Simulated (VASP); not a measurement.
# CoPtO2 (R-3m) in VASP: single point with LDA

Aim: the single point of CoPtO2 with LDA.

Program: VASP 6.6.1. These are calculated values, not measurements. Logs are shortened: lines on timing, memory, paths and dates and some standing lists are left out, and cuts for length are marked.

## (1) The cell of the first run

The structure is trigonal, space group R-3m (No. 166). The conventional cell has a = 2.825 Å, b = 2.825 Å, c = 17.818 Å, α = 90.00°, β = 90.00°, γ = 120.00°. Co (site symmetry -3m) has 6 O at 1.90 Å within 2.5 Å. Pt (site symmetry -3m) has 2 O at 2.00 Å within 2.6 Å. O (site symmetry 3m) has 3 Co at 1.90 Å and 1 Pt at 2.00 Å and 3 O at 2.53 Å within 2.6 Å.

## (2) Single point, LDA, collinear spin, ferromagnetic start

File INCAR:

```
SYSTEM = CoPtO2
  ALGO = Normal
  EDIFF = 1E-6
  ENCUT = 520
  GGA = CA
  ISIF = 2
  ISMEAR = -1
  ISPIN = 2
  LASPH = .True.
  LCHARG = .False.
  LMAXMIX = 4
  LORBIT = 11
  LREAL = .False.
  LWAVE = .False.
  MAGMOM = 2 0.6 0 0
  NBANDS = 28
  NELM = 150
  PREC = Accurate
  SIGMA = 0.05
```

File KPOINTS:

```
k-points
0
Gamma
  10 10 10
  0 0 0
```

File POSCAR:

```
CoPtO2
1.0
    1.4122699173      0.8153744169      5.9393891094
   -1.4122699173      0.8153744169      5.9393891094
    0.0000000000     -1.6307488338      5.9393891094
Co Pt O
1 1 2
Direct
    0.5000000000      0.5000000000      0.5000000000
    0.0000000000      0.0000000000      0.0000000000
    0.8877559700      0.8877559700      0.8877559700
    0.1122440300      0.1122440300      0.1122440300
```

Potentials or basis: VASP PAW LDA potentials, release 64 (Co, Pt, O).

Launch:

```bash
$ cat potpaw_LDA.64/Co/POTCAR potpaw_LDA.64/Pt/POTCAR potpaw_LDA.64/O/POTCAR > POTCAR
$ mpirun -np 1 vasp_std > vasp.out
```

OUTCAR:

```text
SYSTEM = CoPtO2
   EDIFF = 1E-6
   ENCUT = 520
   GGA = CA
   ISIF = 2
   ISMEAR = -1
   ISPIN = 2
   LASPH = .True.
   LORBIT = 11
   LREAL = .False.
   NELM = 150
   PREC = Accurate

 ion  position               nearest neighbor table
   1  0.500  0.500  0.500-   4 1.90   3 1.90   4 1.90   4 1.90   3 1.90   3 1.90
   2  0.000  0.000  0.000-   3 2.00   4 2.00
   3  0.888  0.888  0.888-   1 1.90   1 1.90   1 1.90   2 2.00
   4  0.112  0.112  0.112-   1 1.90   1 1.90   1 1.90   2 2.00

  LATTYP: Found a trigonal (rhomboedric) cell.
 ALAT       =     6.1591951383
 COS(alpha) =     0.8948480128

  Lattice vectors:

 A1 = (   1.4122699173,   0.8153744169,   5.9393891094)
 A2 = (  -1.4122699173,   0.8153744169,   5.9393891094)
 A3 = (   0.0000000000,  -1.6307488338,   5.9393891094)

Analysis of symmetry for initial positions (statically):
=====================================================================
 Subroutine PRICEL returns:
 Original cell was already a primitive cell.

 Routine SETGRP: Setting up the symmetry group for a
 trigonal (rhombohedral) supercell.

 Subroutine GETGRP returns: Found 12 space group operations
 (whereof 12 operations were pure point group operations)
 out of a pool of 12 trial point group operations.

The static configuration has the point symmetry D_3d.

Analysis of symmetry for dynamics (positions and initial velocities):
=====================================================================
 Subroutine PRICEL returns:
 Original cell was already a primitive cell.

 Routine SETGRP: Setting up the symmetry group for a
 trigonal (rhombohedral) supercell.

 Subroutine GETGRP returns: Found 12 space group operations
 (whereof 12 operations were pure point group operations)
 out of a pool of 12 trial point group operations.

The dynamic configuration has the point symmetry D_3d.

Analysis of structural, dynamic, and magnetic symmetry:
=====================================================================
 Subroutine PRICEL returns:
 Original cell was already a primitive cell.

 Routine SETGRP: Setting up the symmetry group for a
 trigonal (rhombohedral) supercell.

 Subroutine GETGRP returns: Found 12 space group operations
 (whereof 12 operations were pure point group operations)
 out of a pool of 12 trial point group operations.

The overall configuration has the point symmetry D_3d.

 Subroutine INISYM returns: Found 12 space group operations
 (whereof 12 operations are pure point group operations),
 and found     1 'primitive' translations

----------------------------------------------------------------------------------------

                                     Primitive cell

  volume of cell :      41.0363

  direct lattice vectors                    reciprocal lattice vectors
     1.412269917  0.815374417  5.939389109     0.354039971  0.204405072  0.056122495
    -1.412269917  0.815374417  5.939389109    -0.354039971  0.204405072  0.056122495
     0.000000000 -1.630748834  5.939389109     0.000000000 -0.408810145  0.056122495

  length of vectors
     6.159195138  6.159195138  6.159195138     0.412644482  0.412644482  0.412644482

  position of ions in fractional coordinates (direct lattice)
     0.500000000  0.500000000  0.500000000
     0.000000000  0.000000000  0.000000000
     0.887755970  0.887755970  0.887755970
     0.112244030  0.112244030  0.112244030

  ion indices of the primitive-cell ions
   primitive index   ion index
                 1           1
                 2           2
                 3           3
                 4           4

----------------------------------------------------------------------------------------

 KPOINTS: k-points

Automatic generation of k-mesh.
 Grid dimensions read from file:
 generate k-points for:   10   10   10

 Generating k-lattice:

  Cartesian coordinates                     Fractional coordinates (reciprocal lattice)
     0.035403997  0.020440507  0.005612249     0.100000000  0.000000000  0.000000000
    -0.035403997  0.020440507  0.005612249     0.000000000  0.100000000  0.000000000
     0.000000000 -0.040881014  0.005612249     0.000000000  0.000000000  0.100000000

  Length of vectors
     0.041264448  0.041264448  0.041264448

  Shift w.r.t. Gamma in fractional coordinates (k-lattice)
     0.000000000  0.000000000  0.000000000

 Subroutine IBZKPT returns following result:
 ===========================================

 Found    116 irreducible k-points:

 Following reciprocal coordinates:
            Coordinates               Weight
  0.000000  0.000000  0.000000      1.000000
  0.100000 -0.000000 -0.000000      6.000000
  0.200000 -0.000000 -0.000000      6.000000
  0.300000  0.000000  0.000000      6.000000
  0.400000 -0.000000  0.000000      6.000000
  0.500000  0.000000  0.000000      3.000000
[... 16 lines left out ...]
  0.300000  0.300000  0.000000      6.000000
  0.400000  0.300000  0.000000     12.000000
 [... further k-points ...]
   k-points           NKPTS =    116   k-points in BZ     NKDIM =    116   number of bands    NBANDS=     28
   number of dos      NEDOS =    301   number of ions     NIONS =      4
   total plane-waves  NPLWV = 110592
   dimension x,y,z NGX =    48 NGY =   48 NGZ =   48
   dimension x,y,z NGXF=    96 NGYF=   96 NGZF=   96
   ions per type =               1   1   2
   NGX,Y,Z   is equivalent  to a cutoff of  12.96, 12.96, 12.96 a.u.
   NGXF,Y,Z  is equivalent  to a cutoff of  25.91, 25.91, 25.91 a.u.
 SYSTEM =  CoPtO2
   PREC   = accura    normal or accurate (medium, high low for compatibility)
   ISTART =      0    job   : 0-new  1-cont  2-samecut
   ICHARG =      2    charge: 1-file 2-atom 10-const
   ISPIN  =      2    spin polarized calculation?
   LNONCOLLINEAR =      F non collinear calculations
   LSORBIT =      F    spin-orbit coupling
   LASPH  =      T    aspherical Exc in radial PAW
   ENCUT  =  520.0 eV  38.22 Ry    6.18 a.u.  11.45 11.45 11.45*2*pi/ulx,y,z
   NELM   =    150;   NELMIN=  2; NELMDL= -5     # of ELM steps
   EDIFF  = 0.1E-05   stopping-criterion for ELM
   LREAL  =      F    real-space projection
   EDIFFG = 0.1E-04   stopping-criterion for IOM
   NSW    =      0    number of steps for IOM
   IBRION =     -1    ionic relax: 0-MD 1-quasi-New 2-CG
   NFREE  =      0    steps in history (QN), initial steepest desc. (CG)
   ISIF   =      2    stress and relaxation
   ISYM   =      2    0-nonsym 1-usesym 2-fastsym
   POTIM  = 0.5000    time-step for ionic-motion
   TEBEG  =    0.0;   TEEND  =   0.0 temperature during run
   PSTRESS=    0.0 pullay stress
   NELECT =      31.0000    total number of electrons
   NUPDOWN=      -1.0000    fix difference up-down
   EMIN   =  10.00;   EMAX   =-10.00  energy-range for DOS
   EFERMI =   0.00;   METHOD = LEGACY
   ISMEAR =    -1;   SIGMA  =   0.05  broadening in eV -4-tet -1-fermi 0-gaus
   EFERMI_NEDOS =   21; number of points for ismear=-14 and -15
   IALGO  =     38    algorithm
   IMIX   =      4    mixing-type and parameters
     AMIX     =   0.40;   BMIX     =  1.00
     AMIX_MAG =   1.60;   BMIX_MAG =  1.00
  volume/ion in A,a.u.               =      10.26        69.23
  Fermi-wavevector in a.u.,A,eV,Ry     =   1.490983  2.817550 30.246177  2.223031
  Thomas-Fermi vector in A             =   2.603696
   LORBIT       =     11    0 simple, 1 ext, 2 COOP (PROOUT), +10 PAW based schemes
   GGA     = CA    functional components
   LHFCALC =     F    Hartree Fock is set to
   AEXX    =    0.0000 exact exchange contribution
   IVDW    =     0    specifies the selected vdW correction
   LEPSILON=     F    determine dielectric tensor
   LRPA    =     F    only Hartree local field effects (RPA)
 spin polarized calculation
  energy-cutoff  :      520.00
  volume of cell :       41.04
 maximum number of plane-waves:      1122
 NGX is ok and might be reduce to    48
   NGX = 23   NGY = 23   NGZ = 23

 number of electron      30.9999999 magnetization       0.0001916

 number of electron      30.9999999 magnetization      -0.0001489

 Free energy of the ion-electron system (eV)
  ---------------------------------------------------
  ext. energy  EPLUGINS =         0.00000000
  ---------------------------------------------------
  free energy    TOTEN  =       -30.80897214 eV

  energy without entropy =      -30.79577498  energy(sigma->0) =      -30.80237356

 E-fermi :   8.4515     XC(G=0): -13.1111

 val. band max:        8.4291728255   @ k =  -0.3000   0.4000   0.3000
 cond. band min:       8.4881579114   @ k =  -0.3000  -0.3000   0.2000
 fundamental gap:      0.0589850859
 Fermi energy:         8.4515265260

 spin component 1

 k-point     1 :       0.0000    0.0000    0.0000
  band No.  band energies     occupation
      1     -12.8580      1.00000
      2     -10.8836      1.00000
      3      -1.2482      1.00000
      4       1.3720      1.00000
      5       1.9149      1.00000
      6       1.9149      1.00000
[... 19 lines left out ...]
     26      26.6595      0.00000
     27      29.8970      0.00000
[... 667 lines left out ...]
      5       1.3580      1.00000
      6       2.2128      1.00000
[... 19 lines left out ...]
     26      24.3470      0.00000
     27      25.6733      0.00000

 [... further k-points ...]

 spin component 2

 k-point     1 :       0.0000    0.0000    0.0000
  band No.  band energies     occupation
      1     -12.8580      1.00000
      2     -10.8836      1.00000
      3      -1.2483      1.00000
      4       1.3720      1.00000
      5       1.9149      1.00000
      6       1.9149      1.00000
[... 19 lines left out ...]
     26      26.6594      0.00000
     27      29.8969      0.00000
[... 667 lines left out ...]
      5       1.3580      1.00000
      6       2.2128      1.00000
[... 19 lines left out ...]
     26      24.3470      0.00000
     27      25.6733      0.00000

 [... further k-points ...]

 [bands above 27 left out]

------------------------ aborting loop because EDIFF is reached ----------------------------------------

  FORCE on cell =-STRESS in cart. coord.  units (eV):
  Direction    XX          YY          ZZ          XY          YZ          ZX
  --------------------------------------------------------------------------------------
  -------------------------------------------------------------------------------------
  Total       -2.7002567     -2.7002567     -3.1430559      0.0000000     -0.0000000      0.0000000
  in kB     -105.4260220   -105.4260219   -122.7142124      0.0000000     -0.0000000      0.0000000
  external PRESSURE =    -111.1887521 kB  Pullay stress =       0.0000000 kB

 VOLUME and BASIS-vectors are now :
 -----------------------------------------------------------------------------
  energy-cutoff  :      520.00
  volume of cell :       41.04
      direct lattice vectors                 reciprocal lattice vectors
     1.412269917  0.815374417  5.939389109     0.354039971  0.204405072  0.056122495
    -1.412269917  0.815374417  5.939389109    -0.354039971  0.204405072  0.056122495
     0.000000000 -1.630748834  5.939389109     0.000000000 -0.408810145  0.056122495

 POSITION                                       TOTAL-FORCE (eV/Angst)
 -----------------------------------------------------------------------------------
      0.00000      0.00000      8.90908         0.000000     -0.000000     -0.000000
      0.00000      0.00000      0.00000        -0.000000     -0.000000     -0.000000
      0.00000      0.00000     15.81818        -0.000000      0.000000     -0.151841
      0.00000      0.00000      1.99998        -0.000000      0.000000      0.151841
 -----------------------------------------------------------------------------------
    total drift:                                0.000000      0.000000     -0.000000

  FREE ENERGIE OF THE ION-ELECTRON SYSTEM (eV)
  ---------------------------------------------------
  free  energy   TOTEN  =       -30.8089721368 eV

  energy  without entropy=      -30.7957749783  energy(sigma->0) =      -30.80237356

 total charge

# of ion       s       p       d       tot
------------------------------------------
    1        0.436   0.674   7.387   8.498
    2        0.652   0.578   8.000   9.229
    3        1.544   3.432   0.000   4.976
    4        1.544   3.432   0.000   4.976
--------------------------------------------------
tot          4.176   8.116  15.387  27.679

 magnetization (x)

# of ion       s       p       d       tot
------------------------------------------
    1       -0.000  -0.000  -0.000  -0.000
    2       -0.000  -0.000  -0.000  -0.000
    3        0.000   0.000   0.000   0.000
    4        0.000   0.000   0.000   0.000
--------------------------------------------------
tot         -0.000   0.000  -0.000  -0.000
```

It took 17 min on 1 thread of AMD EPYC 7R13 (Zen 3), shared host; peak memory 0.4 GiB.

What came out:

- Free energy: -30.8090 eV
- Pressure: -11.1 GPa
- Largest force: 0.152 eV/Å
- Net moment: 0.00 μB per cell
- Valence electrons inside the program's atomic spheres: Co 8.50; Pt 9.23; O 4.98

Forces on the atoms (eV/Å):
```
Co   0.000  0.000  0.000
Pt   0.000  0.000  0.000
O    0.000  0.000 -0.152
O    0.000  0.000  0.152
```

Stress tensor (GPa, compression positive):
```
-10.54   0.00   0.00
  0.00 -10.54   0.00
  0.00   0.00 -12.27
```

Caveat: the cell stands under tension; spin-orbit coupling is left out, which moves the levels of the heavy elements; semilocal functionals often make such compounds metallic where correlation or magnetic order opens a gap, which also shifts bond lengths. With open d or f shells a metallic result of LDA can be an artefact of self-interaction; +U or a hybrid may open a gap.
